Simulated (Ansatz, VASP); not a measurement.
**Two plane-wave programs on K**

The input POSCAR:

```
K
1.0
   -2.6105770000      2.6105770000      2.6105770000
    2.6105770000     -2.6105770000      2.6105770000
    2.6105770000      2.6105770000     -2.6105770000
K
1
Direct
    0.0000000000      0.0000000000      0.0000000000
```

INCAR.step1

```
SYSTEM = K
ALGO = Normal ; EDIFF = 1E-4
ENCUT = 520 ; GGA = PE
ISMEAR = -1 ; LASPH = .True.
LCHARG = .False. ; LREAL = .False.
LWAVE = .True. ; NBANDS = 10
NELM = 80 ; PREC = Accurate
SIGMA = 0.1
```

File INCAR.step2:

```
SYSTEM = K
ALGO = Normal ; EDIFF = 1E-6
ENCUT = 520 ; ISIF = 2
ISMEAR = -1 ; ISTART = 1
LASPH = .True. ; LCHARG = .False.
LMIXTAU = .True. ; LREAL = .False.
LWAVE = .False. ; METAGGA = R2SCAN
NBANDS = 10 ; NELM = 80
PREC = Accurate ; SIGMA = 0.1
```

KPOINTS

```
k-points
0
Gamma
  9 9 9
  0 0 0
```

Input for Ansatz:

```yaml
crystal:
  lattice:
    - [-2.610577, 2.610577, 2.610577]
    - [2.610577, -2.610577, 2.610577]
    - [2.610577, 2.610577, -2.610577]
  atoms:
    - { symbol: K, position: [0.0, 0.0, 0.0] }
  symmetry: { tolerance: 0.0003 }
kpoints:
  mp_grid: { grid: [9, 9, 9], shift: [0, 0, 0] }
  band_path:
    path:
      - [0.0, 0.0, 0.0]
      - [0.5, -0.5, 0.5]
      - [0.0, 0.0, 0.5]
      - [0.0, 0.0, 0.0]
      - [0.25, 0.25, 0.25]
      - [0.5, -0.5, 0.5]
      - [0.25, 0.25, 0.25]
      - [0.0, 0.0, 0.5]
    npoints: 8
magnetization:
  spin_polarized: false
scf:
  occupations: { method: fermi_dirac }
  lower_state_search: "off"
  max_iter: 200
hamiltonian:
  pseudopotentials: { kind: paw }
  xc: r2scan
basis:
  ecutwfc: 500
  fft_grid_basis: typed
output:
  forces: true
  stress: true
  eigenvalues: true
  bader: true
  populations: true
  elf: true
  write_potential: true
  volumetric_format: npy
  dos:
    e_range: [-12, 8]
    de: 0.05
    projected: { site_lists: { K: [K] } }
checkpoint:
  read: saved_state
```

Alike in both runs: task single point; functional r2SCAN; k mesh 9 × 9 × 9; no spin polarisation.

|  | VASP | Ansatz |
| --- | --- | --- |
| version | VASP 6.6.1 | Ansatz 0.2.0 |
| potentials or method | VASP PAW PBE potentials, release 64 (K_sv), cutoff 520 eV | PAW plane waves |
| occupations | fermi-dirac, width 0.1 eV | fermi-dirac |
| valence electrons in the cell | 9 | 9 |

|  | VASP | Ansatz | Ansatz less VASP |
| --- | --- | --- | --- |
| pressure (GPa) | 0.3 | 0.3 | +0.02 |

VASP's potentials were made for PBE, not for r2SCAN.
